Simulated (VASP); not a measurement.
The system is Li.

```
Li
1.0
     3.11100    0.00000    0.00000
    -1.55550    2.69421    0.00000
     0.00000    0.00000    5.09300
Li
2
Direct
  0.33333 0.66667 0.25000
  0.66667 0.33333 0.75000
```

This isn't the form of Li at room conditions, which is bcc.

```yaml
Program: VASP 6.6.1
Task: relaxation of cell and atoms
Functional: PBE
Potentials_or_basis: VASP PAW PBE potentials, release 64 (Li_sv)
Cutoff: 600 eV
k_mesh: 18 × 18 × 8
Occupations: gaussian, width 0.1 eV
Spin: no spin polarisation
```

At the start: pressure -0.8 GPa; volume 21.34 Å³/atom.

How do energy, volume and symmetry change on relaxing?

Over 5 steps the energy falls by 3.5 meV/atom and the volume is 20.01 Å³/atom (-6.2 %); space group P6_3/mmc (No. 194, to 0.1 Å) before and after.

The path:
```csv
step,energy change (eV),largest force (eV/Å),pressure (GPa),volume (Å³)
1,0.0000,0.0000,-0.79,42.69
2,-0.0029,0.0000,-0.62,42.04
3,-0.0070,0.0000,-0.05,40.14
4,-0.0070,0.0000,0.00,39.97
5,-0.0070,0.0000,-0.01,40.02
```

Final structure:
```
Li
1.0
     3.04182    0.00000    0.00000
    -1.52091    2.63429    0.00000
     0.00000    0.00000    4.99484
Li
2
Direct
  0.33333 0.66667 0.25000
  0.66667 0.33333 0.75000
```

Caveat: the cutoff is under 1.25 times the usual one of these potentials, so pressure, stress and relaxed cells hold a basis-set (Pulay) error.
